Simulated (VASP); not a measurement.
Here is a VASP 6.6.1 calculation.

The input INCAR:

```
SYSTEM = Cu
  ALGO = Normal
  EDIFF = 1E-6
  ENCUT = 600
  GGA = PS
  GGA_COMPAT = .False.
  ISIF = 2
  ISMEAR = 0
  LASPH = .True.
  LCHARG = .False.
  LREAL = .False.
  LWAVE = .False.
  NBANDS = 12
  NELM = 120
  PREC = Accurate
  SIGMA = 0.1
```

Contents of KPOINTS:

```
k-points
0
Gamma
  20 20 20
  0 0 0
```

The input POSCAR:

```
Cu
1.0
    0.0000000000      1.7817056923      1.7817056923
    1.7817056923      0.0000000000      1.7817056923
    1.7817056923      1.7817056923      0.0000000000
Cu
1
Direct
    0.0000000000      0.0000000000      0.0000000000
```

Potentials or basis: VASP PAW PBE potentials, release 64 (Cu).

Command:

```bash
$ cat potpaw_PBE.64/Cu/POTCAR > POTCAR
$ mpirun -np 1 vasp_std > vasp.out
```

(1) Estimate the pressure.

Answers

(1) 0.8 GPa.

Caveat: the PAW data sets were made with another functional, which shifts forces and pressure a little.
